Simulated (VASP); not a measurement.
Write the native input for VASP 6.6.1 that does the following.

```
Task                   : single point
Functional             : r2SCAN
Potentials or basis    : VASP PAW PBE potentials, release 64 (Ti_sv, Co)
Cutoff                 : 520 eV
k mesh                 : 12 × 12 × 12
Occupations            : gaussian, width 0.1 eV
Spin                   : collinear spin, ferrimagnetic start
Starting moments       : [-0.69, 1.42, 1.42, 1.42] μB
Dipole correction      : no
Further INCAR settings : ALGO = Normal; EDIFF = 1e-07; NBANDS = 32
```

TiCo3:

```xyz
4
Lattice="3.5869 0.0000 0.0000 0.0000 3.5869 0.0000 0.0000 0.0000 3.5869" Properties=species:S:1:pos:R:3 pbc="T T T"
Ti    0.0000    0.0000    0.0000
Co    0.0000    1.7934    1.7934
Co    1.7934    0.0000    1.7934
Co    1.7934    1.7934    0.0000
```

The input as run:

POSCAR

```
TiCo3
1.0
    3.5868634581      0.0000000000      0.0000000000
    0.0000000000      3.5868634581      0.0000000000
    0.0000000000      0.0000000000      3.5868634581
Ti Co
1 3
Direct
    0.0000000000      0.0000000000      0.0000000000
    0.0000000000      0.5000000000      0.5000000000
    0.5000000000      0.0000000000      0.5000000000
    0.5000000000      0.5000000000      0.0000000000
```

INCAR.step1

```
SYSTEM = TiCo3
PREC = Accurate ; ENCUT = 520
ISMEAR = 0 ; SIGMA = 0.1
LREAL = .False. ; LASPH = .True.
NELM = 150 ; ISPIN = 2
MAGMOM = -0.69 1.42 1.42 1.42 ; LMAXMIX = 4
NBANDS = 32 ; GGA = PE
ALGO = Normal ; EDIFF = 1E-4
LWAVE = .True. ; LCHARG = .False.
```

INCAR.step2

```
SYSTEM = TiCo3
PREC = Accurate ; ENCUT = 520
EDIFF = 1E-7 ; ISMEAR = 0
SIGMA = 0.1 ; LREAL = .False.
LASPH = .True. ; NELM = 150
ALGO = Normal ; ISIF = 2
LWAVE = .False. ; LCHARG = .False.
ISPIN = 2 ; MAGMOM = -0.69 1.42 1.42 1.42
LORBIT = 11 ; LMAXMIX = 4
METAGGA = R2SCAN ; LMIXTAU = .True.
NBANDS = 32 ; ISTART = 1
```

KPOINTS

```
Automatic mesh
0
Gamma
  12 12 12
  0 0 0
```

Potentials or basis: VASP PAW PBE potentials, release 64 (Ti_sv, Co).

Run with:

```bash
$ cat potpaw_PBE.64/Ti_sv/POTCAR potpaw_PBE.64/Co/POTCAR > POTCAR
$ cp INCAR.step1 INCAR
$ mpirun -np 1 vasp_std > vasp.out
$ cp INCAR.step2 INCAR
$ mpirun -np 1 vasp_std > vasp.out
```

Results of the run:

| Quantity | Value |
| --- | --- |
| Pressure | -8.1 GPa |
| Net moment | 0.00 μB per cell |
| Valence electrons inside the program's atomic spheres | Ti 10.34; Co 8.39 |

Caveat: the cell stands under tension; the PAW data sets were made with another functional, which shifts forces and pressure a little.

Wall time 17 min on 1 thread of AMD EPYC 9R45 96-Core Processor (Zen 5), on a shared host, peak memory 0.29 GiB.
